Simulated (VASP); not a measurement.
# LiCl (I4/mmm) in VASP: notebook

The runs below take LiCl through single point, with PBE.

Everything below comes from runs of VASP 6.6.1. Logs are shortened: lines on timing, memory, paths and dates and some standing lists are left out, and cuts for length are marked.

### 1 The cell of the first run

Symmetry: I4/mmm, No. 139, tetragonal system. The conventional cell has a = 3.536 Å, b = 3.536 Å, c = 5.386 Å, α = 90.00°, β = 90.00°, γ = 90.00°. Li (site symmetry 4/mmm) has 6 Cl at 2.50 to 2.69 Å within 3.3 Å. Within 3.3 Å of Cl (site symmetry 4/mmm) lie 6 Li at 2.50 to 2.69 Å.

### 2 Single point, PBE (strain -0.025 along x and y, +0.050 along z)

The input, INCAR:

```
  PREC = Accurate
  ENCUT = 520
  EDIFF = 1E-6
  ISMEAR = 0
  SIGMA = 0.05
  LREAL = F
  LASPH = T
  NELM = 60
  ALGO = Normal
  ISIF = 2
  LWAVE = F
  LCHARG = F
  GGA = PE
  NBANDS = 12
```

The input, KPOINTS:

```
regular mesh
0
Gamma
  8 8 8
```

The input, POSCAR:

```
LiCl
1.0
    0.0000000000      2.5006410000      2.6929980000
    2.5006410000      0.0000000000      2.6929980000
    2.5006410000      2.5006410000      0.0000000000
Li Cl
1 1
Direct
    0.0000000000      0.0000000000      0.0000000000
    0.5000000000      0.5000000000      0.5000000000
```

Potentials or basis: VASP PAW PBE potentials, release 64 (Li_sv, Cl).

On the command line:

```bash
$ cat potpaw_PBE.64/Li_sv/POTCAR potpaw_PBE.64/Cl/POTCAR > POTCAR
$ mpirun -np 1 vasp_std > vasp.out
```

OUTCAR:

```text
PREC = Accurate
   ENCUT = 520
   EDIFF = 1E-6
   ISMEAR = 0
   LREAL = F
   LASPH = T
   NELM = 60
   ISIF = 2
   GGA = PE

 ion  position               nearest neighbor table
   1  0.000  0.000  0.000-   2 2.50   2 2.50   2 2.50   2 2.50
   2  0.500  0.500  0.500-   1 2.50   1 2.50   1 2.50   1 2.50

  LATTYP: Found a body centered tetragonal cell.
 ALAT       =     3.5364404168
 C/A-ratio  =     1.5229992210

  Lattice vectors:

 A1 = (  -2.5006410000,   0.0000000000,   2.6929980000)
 A2 = (   2.5006410000,   0.0000000000,   2.6929980000)
 A3 = (   0.0000000000,   2.5006410000,  -2.6929980000)

Analysis of symmetry for initial positions (statically):
=====================================================================
 Subroutine PRICEL returns:
 Original cell was already a primitive cell.

 Routine SETGRP: Setting up the symmetry group for a
 body centered tetragonal supercell.

 Subroutine GETGRP returns: Found 16 space group operations
 (whereof 16 operations were pure point group operations)
 out of a pool of 16 trial point group operations.

The static configuration has the point symmetry D_4h.

Analysis of symmetry for dynamics (positions and initial velocities):
=====================================================================
 Subroutine PRICEL returns:
 Original cell was already a primitive cell.

 Routine SETGRP: Setting up the symmetry group for a
 body centered tetragonal supercell.

 Subroutine GETGRP returns: Found 16 space group operations
 (whereof 16 operations were pure point group operations)
 out of a pool of 16 trial point group operations.

The dynamic configuration has the point symmetry D_4h.

 Subroutine INISYM returns: Found 16 space group operations
 (whereof 16 operations are pure point group operations),
 and found     1 'primitive' translations

----------------------------------------------------------------------------------------

                                     Primitive cell

  volume of cell :      33.6797

  direct lattice vectors                    reciprocal lattice vectors
     0.000000000  2.500641000  2.692998000    -0.199948733  0.199948733  0.185666681
     2.500641000  0.000000000  2.692998000     0.199948733 -0.199948733  0.185666681
     2.500641000  2.500641000  0.000000000     0.199948733  0.199948733 -0.185666681

  length of vectors
     3.674975325  3.674975325  3.536440417     0.338276674  0.338276674  0.338276674

  position of ions in fractional coordinates (direct lattice)
     0.000000000  0.000000000  0.000000000
     0.500000000  0.500000000  0.500000000

  ion indices of the primitive-cell ions
   primitive index   ion index
                 1           1
                 2           2

----------------------------------------------------------------------------------------

 KPOINTS: regular mesh

Automatic generation of k-mesh.
 Grid dimensions read from file:
 generate k-points for:    8    8    8

 Generating k-lattice:

  Cartesian coordinates                     Fractional coordinates (reciprocal lattice)
    -0.024993592  0.024993592  0.023208335     0.125000000  0.000000000  0.000000000
     0.024993592 -0.024993592  0.023208335     0.000000000  0.125000000  0.000000000
     0.024993592  0.024993592 -0.023208335     0.000000000  0.000000000  0.125000000

  Length of vectors
     0.042284584  0.042284584  0.042284584

  Shift w.r.t. Gamma in fractional coordinates (k-lattice)
     0.000000000  0.000000000  0.000000000

 Subroutine IBZKPT returns following result:
 ===========================================

 Found     59 irreducible k-points:

 Following reciprocal coordinates:
            Coordinates               Weight
  0.000000  0.000000  0.000000      1.000000
  0.125000  0.000000  0.000000      8.000000
  0.250000  0.000000  0.000000      8.000000
  0.375000  0.000000  0.000000      8.000000
  0.500000  0.000000  0.000000      4.000000
  0.125000  0.125000  0.000000      2.000000
[... 16 lines left out ...]
  0.250000 -0.000000  0.125000     16.000000
  0.375000  0.000000  0.125000     16.000000
 [... further k-points ...]
   k-points           NKPTS =     59   k-points in BZ     NKDIM =     59   number of bands    NBANDS=     12
   number of dos      NEDOS =    301   number of ions     NIONS =      2
   total plane-waves  NPLWV =  21952
   dimension x,y,z NGX =    28 NGY =   28 NGZ =   28
   dimension x,y,z NGXF=    56 NGYF=   56 NGZF=   56
   ions per type =               1   1
   NGX,Y,Z   is equivalent  to a cutoff of  12.67, 12.67, 13.16 a.u.
   NGXF,Y,Z  is equivalent  to a cutoff of  25.33, 25.33, 26.33 a.u.
 SYSTEM =  unknown system
   PREC   = accura    normal or accurate (medium, high low for compatibility)
   ISTART =      0    job   : 0-new  1-cont  2-samecut
   ICHARG =      2    charge: 1-file 2-atom 10-const
   ISPIN  =      1    spin polarized calculation?
   LNONCOLLINEAR =      F non collinear calculations
   LSORBIT =      F    spin-orbit coupling
   LASPH  =      T    aspherical Exc in radial PAW
   ENCUT  =  520.0 eV  38.22 Ry    6.18 a.u.   6.83  6.83  6.58*2*pi/ulx,y,z
   NELM   =     60;   NELMIN=  2; NELMDL= -5     # of ELM steps
   EDIFF  = 0.1E-05   stopping-criterion for ELM
   LREAL  =      F    real-space projection
   EDIFFG = 0.1E-04   stopping-criterion for IOM
   NSW    =      0    number of steps for IOM
   IBRION =     -1    ionic relax: 0-MD 1-quasi-New 2-CG
   NFREE  =      0    steps in history (QN), initial steepest desc. (CG)
   ISIF   =      2    stress and relaxation
   ISYM   =      2    0-nonsym 1-usesym 2-fastsym
   POTIM  = 0.5000    time-step for ionic-motion
   TEBEG  =    0.0;   TEEND  =   0.0 temperature during run
   PSTRESS=    0.0 pullay stress
   NELECT =      10.0000    total number of electrons
   NUPDOWN=      -1.0000    fix difference up-down
   EMIN   =  10.00;   EMAX   =-10.00  energy-range for DOS
   EFERMI =   0.00;   METHOD = LEGACY
   ISMEAR =     0;   SIGMA  =   0.05  broadening in eV -4-tet -1-fermi 0-gaus
   EFERMI_NEDOS =   21; number of points for ismear=-14 and -15
   IALGO  =     38    algorithm
   IMIX   =      4    mixing-type and parameters
     AMIX     =   0.40;   BMIX     =  1.00
     AMIX_MAG =   1.60;   BMIX_MAG =  1.00
  volume/ion in A,a.u.               =      16.84       113.64
  Fermi-wavevector in a.u.,A,eV,Ry     =   1.092157  2.063878 16.229137  1.192808
  Thomas-Fermi vector in A             =   2.228417
   LORBIT       =      0    0 simple, 1 ext, 2 COOP (PROOUT), +10 PAW based schemes
   GGA     = PE    functional components
   LHFCALC =     F    Hartree Fock is set to
   AEXX    =    0.0000 exact exchange contribution
   IVDW    =     0    specifies the selected vdW correction
   LEPSILON=     F    determine dielectric tensor
   LRPA    =     F    only Hartree local field effects (RPA)
 non-spin polarized calculation
 Gauss-broadening in eV      SIGMA  =   0.05
  energy-cutoff  :      520.00
  volume of cell :       33.68
 maximum number of plane-waves:       922
   NGX = 13   NGY = 13   NGZ = 13

 number of electron      10.0000003 magnetization

 Free energy of the ion-electron system (eV)
  ---------------------------------------------------
  ext. energy  EPLUGINS =         0.00000000
  ---------------------------------------------------
  free energy    TOTEN  =        -7.37360167 eV

  energy without entropy =       -7.37360167  energy(sigma->0) =       -7.37360167

 E-fermi :   0.8917     XC(G=0):  -8.7308

 val. band max:        0.6796738526   @ k =   0.0000   0.0000   0.0000
 cond. band min:       6.9363218813   @ k =   0.0000   0.0000   0.0000
 fundamental gap:      6.2566480286
 Fermi energy:         0.8916812896

 k-point     1 :       0.0000    0.0000    0.0000
  band No.  band energies     occupation
      1     -42.9126      2.00000
      2     -12.8202      2.00000
      3       0.5241      2.00000
      4       0.5241      2.00000
      5       0.6797      2.00000
      6       6.9363      0.00000
      7      12.1294      0.00000
      8      12.7835      0.00000
      9      12.7835      0.00000
     10      14.2594      0.00000
     11      14.6333      0.00000
     12      15.6629      0.00000

 k-point     2 :       0.1250    0.0000    0.0000
  band No.  band energies     occupation
      1     -42.9122      2.00000
      2     -12.7447      2.00000
      3       0.0385      2.00000
      4       0.5076      2.00000
      5       0.5765      2.00000
      6       7.3976      0.00000
      7      11.7193      0.00000
      8      12.0795      0.00000
      9      12.8085      0.00000
     10      13.5278      0.00000
     11      13.9548      0.00000
     12      15.5679      0.00000

 k-point     3 :       0.2500    0.0000    0.0000
  band No.  band energies     occupation
      1     -42.9112      2.00000
      2     -12.5522      2.00000
      3      -1.0052      2.00000
      4       0.4218      2.00000
      5       0.4714      2.00000
      6       7.8184      0.00000
      7      10.9085      0.00000
      8      11.6203      0.00000
      9      11.6753      0.00000
     10      14.5521      0.00000
     11      14.5931      0.00000
     12      16.2090      0.00000

 k-point     4 :       0.3750    0.0000    0.0000
  band No.  band energies     occupation
      1     -42.9102      2.00000
      2     -12.3432      2.00000
      3      -1.8926      2.00000
      4       0.2827      2.00000
      5       0.4401      2.00000
      6       7.5239      0.00000
      7      10.1359      0.00000
      8      10.7185      0.00000
      9      12.7673      0.00000
     10      16.2100      0.00000
     11      16.4414      0.00000
     12      16.9622      0.00000

 k-point     5 :       0.5000    0.0000    0.0000
  band No.  band energies     occupation
      1     -42.9098      2.00000
      2     -12.2510      2.00000
      3      -2.2333      2.00000
      4       0.2280      2.00000
      5       0.4285      2.00000
      6       7.3299      0.00000
      7       9.8608      0.00000
      8      10.3858      0.00000
      9      13.5652      0.00000
     10      17.4434      0.00000
     11      17.5511      0.00000
     12      18.0313      0.00000
[... 228 lines left out ...]
      1     -42.9097      2.00000
      2     -12.0975      2.00000
      3      -2.3076      2.00000
      4      -0.3655      2.00000
      5      -0.3655      2.00000
      6       8.6438      0.00000
      7       9.1103      0.00000
      8      12.3924      0.00000
      9      15.1285      0.00000
     10      15.1285      0.00000
     11      17.6503      0.00000
     12      19.2369      0.00000

 k-point    22 :       0.1250    0.0000    0.1250
  band No.  band energies     occupation
      1     -42.9120      2.00000
      2     -12.7139      2.00000
      3       0.0759      2.00000
      4       0.2899      2.00000
      5       0.5164      2.00000
      6       7.6572      0.00000
      7      11.6721      0.00000
      8      12.3008      0.00000
      9      12.3364      0.00000
     10      12.4381      0.00000
     11      15.1805      0.00000
     12      15.7673      0.00000

 k-point    23 :       0.2500   -0.0000    0.1250
  band No.  band energies     occupation
      1     -42.9111      2.00000
      2     -12.5535      2.00000
      3      -0.7466      2.00000
      4       0.1900      2.00000
      5       0.3624      2.00000
      6       8.3451      0.00000
      7      10.8344      0.00000
      8      11.0787      0.00000
      9      12.0349      0.00000
     10      13.2383      0.00000
     11      15.4674      0.00000
     12      16.9426      0.00000

 k-point    24 :       0.3750    0.0000    0.1250
  band No.  band energies     occupation
      1     -42.9101      2.00000
      2     -12.3437      2.00000
      3      -1.6438      2.00000
      4       0.1171      2.00000
      5       0.1687      2.00000
      6       8.2348      0.00000
      7      10.2841      0.00000
      8      11.0607      0.00000
      9      11.6971      0.00000
     10      14.6936      0.00000
     11      17.0354      0.00000
     12      17.8663      0.00000

 [... further k-points ...]

------------------------ aborting loop because EDIFF is reached ----------------------------------------

  FORCE on cell =-STRESS in cart. coord.  units (eV):
  Direction    XX          YY          ZZ          XY          YZ          ZX
  --------------------------------------------------------------------------------------
  -------------------------------------------------------------------------------------
  Total        0.3057834      0.3057834     -0.1673300      0.0000000      0.0000000     -0.0000000
  in kB       14.5464097     14.5464097     -7.9600475      0.0000000      0.0000000     -0.0000000
  external PRESSURE =       7.0442573 kB  Pullay stress =       0.0000000 kB

 VOLUME and BASIS-vectors are now :
 -----------------------------------------------------------------------------
  energy-cutoff  :      520.00
  volume of cell :       33.68
      direct lattice vectors                 reciprocal lattice vectors
     0.000000000  2.500641000  2.692998000    -0.199948733  0.199948733  0.185666681
     2.500641000  0.000000000  2.692998000     0.199948733 -0.199948733  0.185666681
     2.500641000  2.500641000  0.000000000     0.199948733  0.199948733 -0.185666681

 POSITION                                       TOTAL-FORCE (eV/Angst)
 -----------------------------------------------------------------------------------
      0.00000      0.00000      0.00000         0.000000      0.000000      0.000000
      2.50064      2.50064      2.69300        -0.000000     -0.000000     -0.000000
 -----------------------------------------------------------------------------------
    total drift:                                0.000000      0.000000      0.000000

  FREE ENERGIE OF THE ION-ELECTRON SYSTEM (eV)
  ---------------------------------------------------
  free  energy   TOTEN  =        -7.3736016668 eV

  energy  without entropy=       -7.3736016668  energy(sigma->0) =       -7.37360167
```

Wall time 34 s (1 thread of Intel Xeon 8259CL, shared host); peak memory 0.16 GiB.

Results:

- Free energy: -7.3736 eV
- Band gap on the k mesh: 6.26 eV, direct

Caveat: the cell differs from its parent crystal (strain -0.025 along x and y, +0.050 along z); the cutoff is under 1.25 times the usual one of these potentials, so pressure, stress and relaxed cells hold a basis-set (Pulay) error. A k mesh can miss the band edges.

### 3 Single point, PBE (strain +0.025 along x and y, -0.050 along z)

The input, INCAR:

```
ALGO = Normal ; EDIFF = 1E-6
ENCUT = 520 ; GGA = PE
ISIF = 2 ; ISMEAR = 0
LASPH = T ; LCHARG = F
LREAL = F ; LWAVE = F
NBANDS = 12 ; NELM = 100
PREC = Accurate ; SIGMA = 0.05
```

The input, KPOINTS:

```
k-points
0
Gamma
  8 8 8
```

The input, POSCAR:

```
LiCl
1.0
    0.0000000000      2.6288790000      2.4365220000
    2.6288790000      0.0000000000      2.4365220000
    2.6288790000      2.6288790000      0.0000000000
Li Cl
1 1
Direct
    0.0000000000      0.0000000000      0.0000000000
    0.5000000000      0.5000000000      0.5000000000
```

Potentials or basis: VASP PAW PBE potentials, release 64 (Li_sv, Cl).

On the command line:

```bash
$ cat potpaw_PBE.64/Li_sv/POTCAR potpaw_PBE.64/Cl/POTCAR > POTCAR
$ mpirun -np 1 vasp_std > vasp.out
```

Run time: 39 s. Hardware: 1 thread of Intel Xeon 8259CL, shared host; peak memory 0.16 GiB.

The run converged. Its results:

```
Free energy            : -7.3709 eV
Band gap on the k mesh : 6.28 eV, direct
```

Levels at points of the mesh, in eV from the valence-band top:
```
           k point  band 3  band 4  band 5  band 6  band 7  band 8
(0.00, 0.00, 0.00)   -0.25    0.00    0.00    6.28   11.69   11.69
(0.50, 0.00, 0.00)   -2.89   -0.42   -0.25    6.67    9.13    9.81
(0.50, 0.50, 0.00)   -2.97   -1.33   -1.33    7.78    7.99   13.14
(0.50, 0.00, 0.50)   -2.98   -1.36   -0.85    7.91    8.38   12.05
```

Caveat: the cell differs from its parent crystal (strain +0.025 along x and y, -0.050 along z); the cutoff is under 1.25 times the usual one of these potentials, so pressure, stress and relaxed cells hold a basis-set (Pulay) error.

### 4 Single point, PBE (strain +0.050 along x and y, -0.050 along z)

The input, INCAR:

```
PREC = Accurate
ENCUT = 520
EDIFF = 1E-7
ISMEAR = 0
SIGMA = 0.05
LREAL = F
LASPH = T
NELM = 60
ALGO = Normal
ISIF = 2
LWAVE = F
LCHARG = F
GGA = PE
NBANDS = 12
```

The input, KPOINTS:

```
Automatic mesh
0
Gamma
  8 8 8
```

The input, POSCAR:

```
LiCl
1.0
    0.0000000000      2.6929980000      2.4365220000
    2.6929980000      0.0000000000      2.4365220000
    2.6929980000      2.6929980000      0.0000000000
Li Cl
1 1
Direct
    0.0000000000      0.0000000000      0.0000000000
    0.5000000000      0.5000000000      0.5000000000
```

On the command line:

```bash
$ cat potpaw_PBE.64/Li_sv/POTCAR potpaw_PBE.64/Cl/POTCAR > POTCAR
$ mpirun -np 1 vasp_std > vasp.out
```

It took 47 s on 1 thread of Intel Xeon 8259CL, shared host; peak memory 0.16 GiB.

Results (log left out):

- Free energy: -7.3626 eV
- Band gap on the k mesh: 6.00 eV, direct

Levels at points of the mesh, in eV from the valence-band top:
```csv
k point,band 3,band 4,band 5,band 6,band 7,band 8
"(0.00, 0.00, 0.00)",-0.33,0.00,0.00,6.00,11.60,11.60
"(0.50, 0.00, 0.00)",-2.72,-0.43,-0.24,6.60,9.00,9.88
"(0.50, 0.50, 0.00)",-2.78,-1.30,-1.30,7.69,7.98,12.95
"(0.50, 0.00, 0.50)",-2.78,-1.34,-0.71,7.82,8.49,11.55
```

Caveat: the cell differs from its parent crystal (strain +0.050 along x and y, -0.050 along z); the cutoff is under 1.25 times the usual one of these potentials, so pressure, stress and relaxed cells hold a basis-set (Pulay) error.

(Part 1 of 2 ends here.)
